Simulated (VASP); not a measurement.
Input of a VASP 6.6.1 run:

INCAR

```
ALGO     = Normal         # electronic algorithm
EDIFF    = 1E-6           # SCF threshold, eV
ENCUT    = 500            # plane-wave cutoff, eV
GGA      = PE             # functional
GGA_COMPAT= False        
ISIF     = 2              # what is computed and relaxed
ISMEAR   = 0              # smearing method
LASPH    = True           # aspherical terms in the spheres
LCHARG   = False          # write CHGCAR
LREAL    = False          # projectors in reciprocal space
LWAVE    = False          # write WAVECAR
NBANDS   = 19             # bands
NELM     = 120            # most SCF steps
PREC     = Accurate       # precision mode
SIGMA    = 0.2            # smearing width, eV
```

KPOINTS

```
k-points
0
Gamma
  5 5 5
```

File POSCAR:

```
Si3As2
1.0
   -2.3973654881      2.3973654881      3.9750426802
    2.3973654881     -2.3973654881      3.9750426802
    2.3973654881      2.3973654881     -3.9750426802
Si As
3 2
Direct
    0.5000000000      0.0000000000      0.5000000000
    0.0000000000      0.5000000000      0.5000000000
    0.5000000000      0.5000000000      0.0000000000
    0.8345633257      0.8345633257      0.0000000000
    0.1654366743      0.1654366743      0.0000000000
```

Potentials or basis: VASP PAW PBE potentials, release 64 (Si, As).

The run is started by

```bash
$ cat potpaw_PBE.64/Si/POTCAR potpaw_PBE.64/As/POTCAR > POTCAR
$ mpirun -np 1 vasp_std > vasp.out
```

(1) Estimate the largest force.

(2) Predict the band gap on the k mesh.

Answers

(1) 0.063 eV/Å.

(2) zero (bands 11 and 12 overlap by 2.67 eV).
